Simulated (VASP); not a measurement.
A run of VASP 6.6.1 is set up as follows.

The input INCAR:

```
  ALGO = Normal
  EDIFF = 1E-6
  ENCUT = 600
  GGA = PE
  GGA_COMPAT = F
  ISIF = 2
  ISMEAR = 0
  ISPIN = 2
  LASPH = T
  LCHARG = T
  LELF = T
  LMAXMIX = 4
  LORBIT = 11
  LREAL = F
  LVHAR = T
  LWAVE = F
  MAGMOM = 0 0 0.55 -0.23 -0.23 -0.23
  NBANDS = 37
  NELM = 200
  PREC = Accurate
  SIGMA = 0.1
```

File KPOINTS:

```
k-points
0
Gamma
  6 6 12
```

Contents of POSCAR:

```
Y2TaN3
1.0
    6.0159911695      0.0000000000      0.0000000000
   -3.0079955847      5.2100011817      0.0000000000
    0.0000000000      0.0000000000      3.1169936102
Y Ta N
2 1 3
Direct
    0.3333333333      0.6666666667      0.0000000000
    0.6666666667      0.3333333333      0.0000000000
    0.0000000000      0.0000000000      0.0000000000
    0.5000000000      0.0000000000      0.5000000000
    0.5000000000      0.5000000000      0.5000000000
    0.0000000000      0.5000000000      0.5000000000
```

Potentials or basis: VASP PAW PBE potentials, release 64 (Y_sv, Ta_pv, N).

The run is started by

```sh
$ cat potpaw_PBE.64/Y_sv/POTCAR potpaw_PBE.64/Ta_pv/POTCAR potpaw_PBE.64/N/POTCAR > POTCAR
$ mpirun -np 1 vasp_std > vasp.out
```

Q: Predict the net moment.

A: 0.00 μB per cell.

Q: Estimate the pressure.

A: -1.3 GPa.

Q: Estimate the band gap on the k mesh.

A: Zero (filled and empty bands overlap).

Stress tensor (GPa, compression positive):
```
-0.74  0.00  0.00
 0.00 -0.74  0.00
 0.00  0.00 -2.29
```

Caveat: spin-orbit coupling is left out, which moves the levels of the heavy elements.
